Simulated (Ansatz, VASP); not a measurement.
## Ta2C in VASP and in Ansatz

INCAR

```
SYSTEM = Ta2C
PREC = Accurate
ENCUT = 520
EDIFF = 1E-6
ISMEAR = 0
SIGMA = 0.15
LREAL = .FALSE.
LASPH = .TRUE.
NELM = 80
ALGO = Normal
ISIF = 2
LWAVE = .FALSE.
LCHARG = .FALSE.
GGA = PS
NBANDS = 20
```

File KPOINTS:

```
Automatic mesh
0
G
  18 18 10
  0 0 0
```

The input POSCAR:

```
Ta2C
1.0
    3.0953007023      0.0000000000      0.0000000000
   -1.5476503512      2.6806090406      0.0000000000
    0.0000000000      0.0000000000      4.9210802832
Ta C
2 1
Direct
    0.3333333333      0.6666666667      0.2528761935
    0.6666666667      0.3333333333      0.7471238065
    0.0000000000      0.0000000000      0.0000000000
```

Input for Ansatz:

```yaml
crystal:
  lattice:
    - [3.0953007044, 0.0, 0.0]
    - [-1.5476503522, 2.6806090424, 0.0]
    - [0.0, 0.0, 4.9210802796]
  atoms:
    - { symbol: Ta, position: [0.3333333333, 0.6666666667, 0.2528761934] }
    - { symbol: Ta, position: [0.6666666667, 0.3333333333, 0.7471238066] }
    - { symbol: C, position: [0.0, 0.0, 0.0] }
basis:
  ecutwfc: 420
kpoints:
  mp_grid: { grid: [18, 18, 10] }
hamiltonian:
  xc: pbesol
scf:
  occupations: { method: gaussian, width: 0.15 }
output:
  forces: true
  stress: true
  eigenvalues: true
```

Alike in both runs: task single point; functional PBEsol; k mesh 18 × 18 × 10; occupations gaussian, width 0.15 eV; no spin polarisation.

```csv
,VASP,Ansatz
version,VASP 6.6.1,Ansatz 0.2.0
potentials or method,"VASP PAW PBE potentials, release 64 (Ta_pv, C), cutoff 520 eV","scalar-relativistic, plane waves, PAW"
valence electrons in the cell,26,30
```

Ansatz gave:

```
gap on the k mesh at the Fermi level (eV)                     : none
pressure (GPa)                                                : 0.0
traceless stress, the component that is largest in VASP (GPa) : 0.06
rms of the force components (eV/Å)                            : 0.002
```

**Question.** Estimate VASP's values.

**Answer.** gap on the k mesh at the Fermi level (eV): none; pressure (GPa): 0.5; traceless stress, the component that is largest in VASP (GPa): 0.03; rms of the force components (eV/Å): 0.024.

VASP's potentials were made for PBE, not for PBEsol. Atom by atom the forces differ by 0.022 eV/Å (rms over components). A gap of «none» marks a metal or a gap that the smearing closes. The functional is the same, so the differences come from potentials, cutoffs and numerics. VASP's potentials hold 26 valence electrons a cell and Ansatz's 30, so a difference there can come from the potentials and not from the codes.

Neither program's run includes spin-orbit coupling.
